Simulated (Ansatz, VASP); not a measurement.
**One calculation of GaN, two programs**

```xyz
2
Lattice="0.0000 2.2276 2.2276 2.2276 0.0000 2.2276 2.2276 2.2276 0.0000" Properties=species:S:1:pos:R:3 pbc="T T T"
Ga    0.0000    0.0000    0.0000
N     1.1138    1.1138    1.1138
```

Change from the starting cell: strained cell.

Alike in both runs: functional PBE; k mesh 10 × 10 × 10; occupations gaussian, width 0.02 eV; no spin polarisation.

Ansatz relaxed the structure, and its values are those at the end. VASP's run is a single point on that final structure, the one shown.

```csv
,VASP,Ansatz
version,VASP 6.6.1,Ansatz 0.2.0
potentials or method,"VASP PAW PBE potentials, release 64 (Ga_d, N), cutoff 520 eV","scalar-relativistic, plane waves, PAW"
valence electrons in the cell,18,18
```

|  | VASP | Ansatz | Ansatz less VASP |
| --- | --- | --- | --- |
| gap on the k mesh at the Fermi level (eV) | 1.95 | 1.94 | -0.008 |
| least direct gap on the mesh (eV) | 1.95 | 1.94 | -0.008 |
| pressure (GPa) | 12.3 | 12.3 | +0.04 |

Ansatz's warnings: stress scf threshold loose.
